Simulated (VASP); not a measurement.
Wanted: the native input for a VASP 6.6.1 run.

```
Task                   : single point
Functional             : PBE
Potentials or basis    : VASP PAW PBE potentials, release 64 (Mn_pv, Sb)
Cutoff                 : 520 eV
k mesh                 : 12 × 12 × 12
Occupations            : fermi-dirac, width 0.08 eV
Spin                   : no spin polarisation
Dipole correction      : no
Further INCAR settings : ALGO = Normal; EDIFF = 1e-06; NBANDS = 16
```

The structure of MnSb lies in POSCAR:

```
MnSb
1.0
    0.0000000000      2.5506771745      2.5506771745
    2.5506771745      0.0000000000      2.5506771745
    2.5506771745      2.5506771745      0.0000000000
Mn Sb
1 1
Direct
    0.0000000000      0.0000000000      0.0000000000
    0.5000000000      0.5000000000      0.5000000000
```

This cell differs from its parent crystal: volume scaled by 0.76.

These files were run (other wordings do the same):

INCAR

```
SYSTEM = MnSb
  PREC = Accurate
  ENCUT = 520
  EDIFF = 1E-6
  ISMEAR = -1
  SIGMA = 0.08
  LREAL = .FALSE.
  LASPH = .TRUE.
  NELM = 60
  ALGO = Normal
  ISIF = 2
  LWAVE = .FALSE.
  LCHARG = .FALSE.
  GGA = PE
  NBANDS = 16
```

KPOINTS

```
Automatic mesh
0
G
  12 12 12
  0 0 0
```

Potentials or basis: VASP PAW PBE potentials, release 64 (Mn_pv, Sb).

Run with:

```console
$ cat potpaw_PBE.64/Mn_pv/POTCAR potpaw_PBE.64/Sb/POTCAR > POTCAR
$ mpirun -np 1 vasp_std > vasp.out
```

Results of the run:

```
Pressure               : 11.5 GPa
Band gap on the k mesh : zero (filled and empty bands touch)
```

Caveat: spin-orbit coupling is left out, which moves the levels of the heavy elements.

Run time: 19 s on 1 thread of Intel(R) Xeon(R) 6975P-C (Granite Rapids), on a shared host, peak memory 0.17 GiB.
